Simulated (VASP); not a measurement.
**BaTiO3: single point with HSE06**

Crystal: BaTiO3.

```
CELL_PARAMETERS angstrom
3.99410 0.00000 0.00000
0.00000 3.99410 0.00000
0.00000 0.00000 3.99410
ATOMIC_POSITIONS crystal
Ba 0.00000 0.00000 0.00000
Ti 0.50000 0.50000 0.50000
O 0.50000 0.50000 0.00000
O 0.50000 0.00000 0.50000
O 0.00000 0.50000 0.50000
```

- Program: VASP 6.6.1
- Task: single point
- Functional: HSE06
- Potentials or basis: VASP PAW PBE potentials, release 64 (Ba_sv, Ti_sv, O)
- Cutoff: 520 eV
- k mesh: 4 × 4 × 4
- Occupations: gaussian, width 0.01 eV
- Spin: no spin polarisation
- Dipole correction: no
- Grid for exact exchange (PRECFOCK): Fast
- Further INCAR settings: ALGO = Normal; EDIFF = 1e-06; NBANDS = 28
- Share of exact exchange: 0.25
- Screening parameter: 0.2079 1/Å

```json
{"Pressure": "-0.6 GPa", "Band gap on the k mesh": "3.14 eV (least direct gap 3.26 eV)"}
```

Levels at points of the mesh, in eV from the valence-band top:
| k point | band 16 | band 17 | band 18 | band 19 | band 20 | band 21 | band 22 | band 23 | band 24 | band 25 |
| --- | --- | --- | --- | --- | --- | --- | --- | --- | --- | --- |
| (0.00, 0.00, 0.00) | -1.19 | -1.19 | -0.12 | -0.12 | -0.12 | 3.14 | 3.14 | 3.14 | 5.29 | 5.29 |
| (0.50, 0.00, 0.00) | -2.02 | -1.93 | -1.93 | -0.76 | -0.76 | 3.32 | 5.08 | 5.08 | 5.30 | 7.54 |
| (0.50, 0.50, 0.00) | -2.88 | -1.92 | -0.92 | -0.92 | -0.09 | 5.10 | 5.10 | 5.62 | 6.25 | 9.55 |
| (0.50, 0.50, 0.50) | -2.53 | -2.53 | 0.00 | 0.00 | 0.00 | 5.89 | 5.89 | 5.89 | 8.36 | 8.36 |

Run time: 31 min on 1 thread of Oxide Virtual Turin-like Processor, with other jobs on the host, peak memory 0.26 GiB.

Caveat: the PAW data sets were made with another functional, which shifts forces and pressure a little; spin-orbit coupling is left out, which moves the levels of the heavy elements. A k mesh can miss the band edges.
